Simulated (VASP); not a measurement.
Ir:

```
Ir
1.0
     2.75138    0.00000    0.00000
    -1.37569    2.38276    0.00000
     0.00000    0.00000    4.46229
Ir
2
Direct
  0.33333 0.66667 0.25000
  0.66667 0.33333 0.75000
```

Base run:

```yaml
Program: VASP 6.6.1
Functional: r2SCAN
Potentials_or_basis: VASP PAW PBE potentials, release 64 (Ir)
Cutoff: 520 eV
k_mesh: 11 × 11 × 6
Occupations: fermi-dirac, width 0.05 eV
Spin: no spin polarisation
```

Its results: band gap on the k mesh zero (band 9 reaches 10.66 eV, above the bottom of band 10 at 7.49 eV); pressure -6.5 GPa.

The run is repeated on the same cell with these changes: functional from r2SCAN to LDA; potentials or basis from VASP PAW PBE potentials, release 64 (Ir) to VASP PAW LDA potentials, release 64 (Ir). What comes out?

Band gap on the k mesh zero (band 9 reaches 10.75 eV, above the bottom of band 10 at 7.68 eV); pressure -15.8 GPa.

Caveats: spin-orbit coupling is left out, which moves the levels of the heavy elements; the PAW data sets were made with another functional, which shifts forces and pressure a little (some runs).
